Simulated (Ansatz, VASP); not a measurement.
**Two plane-wave programs on LiF**

POSCAR

```
LiF
1.0
    0.0000000000      1.9721276811      2.0110915263
    1.9721276811      0.0000000000      2.0110915263
    1.9721276811      1.9721276811      0.0000000000
Li F
1 1
Direct
    0.0000000000      0.0000000000      0.0000000000
    0.5000000000      0.5000000000      0.5000000000
```

File INCAR.step1:

```
PREC = Accurate ; ENCUT = 520
ISMEAR = 0 ; SIGMA = 0.01
LREAL = F ; LASPH = T
NELM = 80 ; NBANDS = 12
GGA = PE ; ALGO = Normal
EDIFF = 1E-4 ; LWAVE = T
LCHARG = F
```

Contents of INCAR.step2:

```
PREC = Accurate ; ENCUT = 520
EDIFF = 1E-7 ; ISMEAR = 0
SIGMA = 0.01 ; LREAL = F
LASPH = T ; NELM = 80
ALGO = Normal ; ISIF = 2
LWAVE = F ; LCHARG = F
METAGGA = R2SCAN ; LMIXTAU = T
NBANDS = 12 ; ISTART = 1
```

File KPOINTS:

```
regular mesh
0
Gamma
  10 10 10
```

Input for Ansatz:

```yaml
crystal:
  lattice:
    - [0.0, 1.9721276811, 2.0110915263]
    - [1.9721276811, 0.0, 2.0110915263]
    - [1.9721276811, 1.9721276811, 0.0]
  atoms:
    - { symbol: Li, position: [0.0, 0.0, 0.0] }
    - { symbol: F, position: [0.5, 0.5, 0.5] }
kpoints:
  mp_grid: { grid: [10, 10, 10] }
  band_path:
    path:
      - [0.0, 0.0, 0.0]
      - [0.5, 0.0, 0.5]
      - [0.625, 0.25, 0.625]
      - [0.375, 0.375, 0.75]
      - [0.5, 0.5, 0.5]
      - [0.5, 0.25, 0.75]
    npoints: 1
hamiltonian:
  xc: r2scan
scf:
  occupations: { method: fixed }
  n_extra_bands: 4
output:
  forces: true
  stress: true
  eigenvalues: true
```

Change from the starting cell: epitaxial_xy strain -1.1%.

Alike in both runs: task single point; functional r2SCAN; k mesh 10 × 10 × 10; no spin polarisation.

|  | VASP | Ansatz |
| --- | --- | --- |
| version | VASP 6.6.1 | Ansatz 0.2.0 |
| potentials or method | VASP PAW PBE potentials, release 64 (Li_sv, F) | plane waves, PAW |
| plane-wave cutoff (eV) | 520 | 500 |
| occupations | gaussian, width 0.01 eV | fixed |
| valence electrons in the cell | 10 | 10 |

```tsv
	VASP	Ansatz	Ansatz less VASP
gap on the k mesh at the Fermi level (eV)	10.67	10.44	-0.224
```

VASP's potentials were made for PBE, not for r2SCAN.

Noted on VASP's run: the cutoff is short for stress, so the pressure is rough.
